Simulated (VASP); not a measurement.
# Ag (C2/m) in VASP: notebook, part 2 of 2

VASP 6.6.1. Earlier steps stand in the parts before.

## Step 3: Single point, PBEsol (atom 1 (Ag) moved by (+0.225, -0.225) A along y and z)

Contents of INCAR:

```
SYSTEM = Ag
ALGO = Fast
EDIFF = 1E-6
ENCUT = 520
GGA = PS
ISIF = 2
ISMEAR = 0
LASPH = .TRUE.
LCHARG = .FALSE.
LREAL = .FALSE.
LWAVE = .FALSE.
NBANDS = 18
NELM = 60
PREC = Accurate
SIGMA = 0.15
```

Contents of KPOINTS:

```
k-points
0
G
  18 18 10
  0 0 0
```

Contents of POSCAR:

```
Ag
1.0
    2.9299980804      0.0000000000      0.0000000000
   -1.4649990402      2.5374527707      0.0000000000
    0.0000000000      0.0000000000      4.7900000000
Ag
2
Direct
    0.3776691339      0.7553382678      0.2030271399
    0.6666666667      0.3333333333      0.7500000000
```

Potentials or basis: VASP PAW PBE potentials, release 64 (Ag).

On the command line:

```
cat potpaw_PBE.64/Ag/POTCAR > POTCAR
mpirun -np 1 vasp_std > vasp.out
```

OUTCAR:

```text
SYSTEM = Ag
   EDIFF = 1E-6
   ENCUT = 520
   GGA = PS
   ISIF = 2
   ISMEAR = 0
   LASPH = .TRUE.
   LREAL = .FALSE.
   NELM = 60
   PREC = Accurate

 ion  position               nearest neighbor table
   1  0.378  0.755  0.203-   2 2.62   2 2.83   2 2.83   2 3.00   2 3.19   2 3.19
   2  0.667  0.333  0.750-   1 2.62   1 2.83   1 2.83   1 3.00   1 3.19   1 3.19

  LATTYP: Found a hexagonal cell.
 ALAT       =     2.9299980804
 C/A-ratio  =     1.6348133577

  Lattice vectors:

 A1 = (   2.9299980804,   0.0000000000,   0.0000000000)
 A2 = (  -1.4649990402,   2.5374527707,   0.0000000000)
 A3 = (   0.0000000000,   0.0000000000,   4.7900000000)

Analysis of symmetry for initial positions (statically):
=====================================================================
 Subroutine PRICEL returns:
 Original cell was already a primitive cell.

 Routine SETGRP: Setting up the symmetry group for a
 hexagonal supercell.

 Subroutine GETGRP returns: Found  4 space group operations
 (whereof  2 operations were pure point group operations)
 out of a pool of 24 trial point group operations.

The static configuration has the point symmetry C_1h.
 The point group associated with its full space group is C_2h.

Analysis of symmetry for dynamics (positions and initial velocities):
=====================================================================
 Subroutine PRICEL returns:
 Original cell was already a primitive cell.

 Routine SETGRP: Setting up the symmetry group for a
 hexagonal supercell.

 Subroutine GETGRP returns: Found  4 space group operations
 (whereof  2 operations were pure point group operations)
 out of a pool of 24 trial point group operations.

The dynamic configuration has the point symmetry C_1h.
 The point group associated with its full space group is C_2h.

 Subroutine INISYM returns: Found  4 space group operations
 (whereof  2 operations are pure point group operations),
 and found     1 'primitive' translations

----------------------------------------------------------------------------------------

                                     Primitive cell

  volume of cell :      35.6124

  direct lattice vectors                    reciprocal lattice vectors
     2.929998080  0.000000000  0.000000000     0.341297152  0.197048003  0.000000000
    -1.464999040  2.537452771  0.000000000     0.000000000  0.394096005  0.000000000
     0.000000000  0.000000000  4.790000000     0.000000000  0.000000000  0.208768267

  length of vectors
     2.929998080  2.929998080  4.790000000     0.394096005  0.394096005  0.208768267

  position of ions in fractional coordinates (direct lattice)
     0.377669134  0.755338268  0.203027140
     0.666666667  0.333333333  0.750000000

  ion indices of the primitive-cell ions
   primitive index   ion index
                 1           1
                 2           2

----------------------------------------------------------------------------------------

 KPOINTS: k-points

Automatic generation of k-mesh.
 Grid dimensions read from file:
 generate k-points for:   18   18   10

 Generating k-lattice:

  Cartesian coordinates                     Fractional coordinates (reciprocal lattice)
     0.018960953  0.010947111  0.000000000     0.055555556  0.000000000  0.000000000
     0.000000000  0.021894223  0.000000000     0.000000000  0.055555556  0.000000000
     0.000000000  0.000000000  0.020876827     0.000000000  0.000000000  0.100000000

  Length of vectors
     0.021894223  0.021894223  0.020876827

  Shift w.r.t. Gamma in fractional coordinates (k-lattice)
     0.000000000  0.000000000  0.000000000

 Subroutine IBZKPT returns following result:
 ===========================================

 Found    866 irreducible k-points:

 Following reciprocal coordinates:
            Coordinates               Weight
  0.000000  0.000000  0.000000      1.000000
  0.055556  0.000000  0.000000      4.000000
  0.000000  0.055556  0.000000      2.000000
  0.111111  0.000000  0.000000      4.000000
  0.000000  0.111111  0.000000      2.000000
  0.166667  0.000000  0.000000      4.000000
[... 16 lines left out ...]
 -0.055556  0.166667  0.000000      4.000000
 -0.166667  0.111111  0.000000      4.000000
 [... further k-points ...]
   k-points           NKPTS =    866   k-points in BZ     NKDIM =    866   number of bands    NBANDS=     18
   number of dos      NEDOS =    301   number of ions     NIONS =      2
   total plane-waves  NPLWV =  20736
   dimension x,y,z NGX =    24 NGY =   24 NGZ =   36
   dimension x,y,z NGXF=    48 NGYF=   48 NGZF=   72
   ions per type =               2
   NGX,Y,Z   is equivalent  to a cutoff of  13.62, 13.62, 12.49 a.u.
   NGXF,Y,Z  is equivalent  to a cutoff of  27.23, 27.23, 24.99 a.u.
 SYSTEM =  Ag
   PREC   = accura    normal or accurate (medium, high low for compatibility)
   ISTART =      0    job   : 0-new  1-cont  2-samecut
   ICHARG =      2    charge: 1-file 2-atom 10-const
   ISPIN  =      1    spin polarized calculation?
   LNONCOLLINEAR =      F non collinear calculations
   LSORBIT =      F    spin-orbit coupling
   LASPH  =      T    aspherical Exc in radial PAW
   ENCUT  =  520.0 eV  38.22 Ry    6.18 a.u.   5.45  5.45  8.91*2*pi/ulx,y,z
   NELM   =     60;   NELMIN=  2; NELMDL= -5     # of ELM steps
   EDIFF  = 0.1E-05   stopping-criterion for ELM
   LREAL  =      F    real-space projection
   EDIFFG = 0.1E-04   stopping-criterion for IOM
   NSW    =      0    number of steps for IOM
   IBRION =     -1    ionic relax: 0-MD 1-quasi-New 2-CG
   NFREE  =      0    steps in history (QN), initial steepest desc. (CG)
   ISIF   =      2    stress and relaxation
   ISYM   =      2    0-nonsym 1-usesym 2-fastsym
   POTIM  = 0.5000    time-step for ionic-motion
   TEBEG  =    0.0;   TEEND  =   0.0 temperature during run
   PSTRESS=    0.0 pullay stress
   NELECT =      22.0000    total number of electrons
   NUPDOWN=      -1.0000    fix difference up-down
   EMIN   =  10.00;   EMAX   =-10.00  energy-range for DOS
   EFERMI =   0.00;   METHOD = LEGACY
   ISMEAR =     0;   SIGMA  =   0.15  broadening in eV -4-tet -1-fermi 0-gaus
   EFERMI_NEDOS =   21; number of points for ismear=-14 and -15
   IALGO  =     68    algorithm
   IMIX   =      4    mixing-type and parameters
     AMIX     =   0.40;   BMIX     =  1.00
     AMIX_MAG =   1.60;   BMIX_MAG =  1.00
  volume/ion in A,a.u.               =      17.81       120.16
  Fermi-wavevector in a.u.,A,eV,Ry     =   1.394276  2.634800 26.449806  1.944006
  Thomas-Fermi vector in A             =   2.517841
   LORBIT       =      0    0 simple, 1 ext, 2 COOP (PROOUT), +10 PAW based schemes
   GGA     = PS    functional components
   LHFCALC =     F    Hartree Fock is set to
   AEXX    =    0.0000 exact exchange contribution
   IVDW    =     0    specifies the selected vdW correction
   LEPSILON=     F    determine dielectric tensor
   LRPA    =     F    only Hartree local field effects (RPA)
 non-spin polarized calculation
 RMM-DIIS sequential band-by-band and
 Gauss-broadening in eV      SIGMA  =   0.15
  energy-cutoff  :      520.00
  volume of cell :       35.61
 maximum number of plane-waves:       990
 NGX is ok and might be reduce to    24
   NGX = 11   NGY = 11   NGZ = 17

 number of electron      22.0000005 magnetization

 Free energy of the ion-electron system (eV)
  ---------------------------------------------------
  ext. energy  EPLUGINS =         0.00000000
  ---------------------------------------------------
  free energy    TOTEN  =        -6.41232535 eV

  energy without entropy =       -6.40571965  energy(sigma->0) =       -6.40902250

 E-fermi :   7.6545     XC(G=0): -12.1300

 val. band max:        7.6506473740   @ k =  -0.1111  -0.0000   0.1000
 cond. band min:       7.6547713100   @ k =   0.2222  -0.1667   0.2000
 fundamental gap:      0.0041239361
 Fermi energy:         7.6545156210

 k-point     1 :       0.0000    0.0000    0.0000
  band No.  band energies     occupation
      1       0.1017      2.00000
      2       1.4319      2.00000
      3       2.8353      2.00000
      4       3.0332      2.00000
      5       3.0699      2.00000
      6       3.1450      2.00000
[... 10 lines left out ...]
     17      25.4207      0.00000
     18      25.9827      0.00000
[... 463 lines left out ...]
 k-point    24 :      -0.1667    0.1111    0.0000
  band No.  band energies     occupation
      1       0.6467      2.00000
      2       1.7011      2.00000
      3       2.6874      2.00000
      4       3.0188      2.00000
      5       3.1086      2.00000
      6       3.3186      2.00000
[... 10 lines left out ...]
     17      25.6241      0.00000
     18      26.0026      0.00000

 [... further k-points ...]

------------------------ aborting loop because EDIFF is reached ----------------------------------------

  FORCE on cell =-STRESS in cart. coord.  units (eV):
  Direction    XX          YY          ZZ          XY          YZ          ZX
  --------------------------------------------------------------------------------------
  -------------------------------------------------------------------------------------
  Total       -1.3080674     -0.7120616     -0.1092070      0.0000000     -0.5639173      0.0000000
  in kB      -58.8491069    -32.0351937     -4.9131522      0.0000000    -25.3702776      0.0000000
  external PRESSURE =     -31.9324842 kB  Pullay stress =       0.0000000 kB

 VOLUME and BASIS-vectors are now :
 -----------------------------------------------------------------------------
  energy-cutoff  :      520.00
  volume of cell :       35.61
      direct lattice vectors                 reciprocal lattice vectors
     2.929998080  0.000000000  0.000000000     0.341297152  0.197048003  0.000000000
    -1.464999040  2.537452771  0.000000000     0.000000000  0.394096005  0.000000000
     0.000000000  0.000000000  4.790000000     0.000000000  0.000000000  0.208768267

 POSITION                                       TOTAL-FORCE (eV/Angst)
 -----------------------------------------------------------------------------------
      0.00000      1.91664      0.97250         0.000000     -0.342563      1.171625
      1.46500      0.84582      3.59250        -0.000000      0.342563     -1.171625
 -----------------------------------------------------------------------------------
    total drift:                                0.000000     -0.000003     -0.000016

  FREE ENERGIE OF THE ION-ELECTRON SYSTEM (eV)
  ---------------------------------------------------
  free  energy   TOTEN  =        -6.4123253535 eV

  energy  without entropy=       -6.4057196550  energy(sigma->0) =       -6.40902250
```

stdout:

```text
POSCAR found type information on POSCAR Ag
 POSCAR found :  1 types and       2 ions
 scaLAPACK will be used
 -----------------------------------------------------------------------------
|                                                                             |
|                                                                             |
|     You enforced a specific xc type in the INCAR file but a different       |
|     I HOPE YOU KNOW WHAT YOU ARE DOING!                                     |
|                                                                             |
 -----------------------------------------------------------------------------

 LDA part: xc-table for (Slater+PW92), standard interpolation
 POSCAR, INCAR and KPOINTS ok, starting setup
 FFT: planning ... GRIDC
 FFT: planning ... GRID_SOFT
 FFT: planning ... GRID
 WAVECAR not read
 entering main loop
```

Wall time 2.3 min (1 thread of Intel Xeon 6975P-C (Granite Rapids), shared host); peak memory 0.53 GiB.

What came out:

```
Free energy            : -6.4123 eV
Pressure               : -3.2 GPa
Largest force          : 1.221 eV/Å
Band gap on the k mesh : zero (bands 11 and 12 overlap by 7.01 eV)
```

Forces in eV/Å, atoms in the order of the input:
```
Ag   0.000 -0.343  1.172
Ag   0.000  0.343 -1.172
```

Caveat: the cell differs from its parent crystal (atom 1 (Ag) moved by (+0.225, -0.225) A along y and z); the cell stands under tension; the PAW data sets were made with another functional, which shifts forces and pressure a little.
